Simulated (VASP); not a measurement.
Here is a VASP 6.6.1 calculation.

File INCAR:

```
PREC = Accurate
ENCUT = 520
EDIFF = 1E-7
ISMEAR = 0
SIGMA = 0.15
LREAL = False
LASPH = True
NELM = 80
ALGO = Normal
ISIF = 2
LWAVE = False
LCHARG = True
GGA = PE
LELF = True
LVHAR = True
NBANDS = 16
```

KPOINTS

```
Automatic mesh
0
Gamma
  14 14 14
```

POSCAR

```
GaSb
1.0
    0.0000000000      3.4040068003      3.1416767885
    3.1416767885      0.0000000000      3.1416767885
    3.1416767885      3.4040068003      0.0000000000
Ga Sb
1 1
Direct
    0.0000000000      0.0000000000      0.0000000000
    0.7500000000      0.7500000000      0.7500000000
```

Potentials or basis: VASP PAW PBE potentials, release 64 (Ga_d, Sb).

Launch:

```bash
$ cat potpaw_PBE.64/Ga_d/POTCAR potpaw_PBE.64/Sb/POTCAR > POTCAR
$ mpirun -np 1 vasp_std > vasp.out
```

Task: Predict the band gap on the k mesh.

Result: Zero (bands 9 and 10 overlap by 0.09 eV).

Task: Estimate the pressure.

Result: -3.8 GPa.

Stress tensor (GPa, compression positive):
```
-2.68  0.00  0.00
 0.00 -6.00  0.00
 0.00  0.00 -2.68
```

Caveat: the cell stands under tension; semilocal functionals underestimate gaps, so a narrow gap can read as zero; spin-orbit coupling is left out, which moves the levels of the heavy elements.
